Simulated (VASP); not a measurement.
The system is CaSi2Sb2.

```
Ca Si Sb
1.0
     4.99739    0.00000    0.00000
    -2.49870    4.32787    0.00000
     0.00000    0.00000    5.86169
Ca Si Sb
1 2 2
Direct
  0.00000 0.00000 0.00000
  0.33333 0.66667 0.25648
  0.66667 0.33333 0.74352
  0.33333 0.66667 0.72240
  0.66667 0.33333 0.27760
```

* Program: VASP 6.6.1
* Task: relaxation of cell and atoms
* Functional: revPBE
* Potentials or basis: VASP PAW PBE potentials, release 64 (Ca_sv, Si, Sb)
* Cutoff: 600 eV
* k mesh: 5 × 5 × 4
* Occupations: fermi-dirac, width 0.05 eV
* Spin: no spin polarisation

At the start: pressure 1.0 GPa; volume 25.36 Å³/atom.

**Question.** Where does the relaxation end?

**Answer.** Over 7 steps the energy falls by 3.5 meV/atom and the volume is 25.84 Å³/atom (+1.9 %); space group P-3m1 (No. 164, to 0.05 Å).

Step by step:
```csv
step,energy change (eV),largest force (eV/Å),pressure (GPa),volume (Å³)
1,0.0000,0.1175,1.00,126.78
2,-0.0168,0.0451,-0.20,129.70
3,-0.0171,0.0303,-0.07,129.35
4,-0.0173,0.0292,0.00,129.17
5,-0.0174,0.0283,0.04,129.05
6,-0.0175,0.0175,0.02,129.11
7,-0.0175,0.0070,0.00,129.20
```

Final structure:
```
CELL_PARAMETERS angstrom
4.99915 -0.00003 0.00000
-2.49960 4.32938 0.00000
0.00000 0.00000 5.96951
ATOMIC_POSITIONS crystal
Ca 0.00000 0.00000 0.00000
Si 0.33333 0.66667 0.25604
Si 0.66667 0.33333 0.74396
Sb 0.33333 0.66667 0.72191
Sb 0.66667 0.33333 0.27809
```

Caveat: the PAW data sets were made with another functional, which shifts forces and pressure a little.
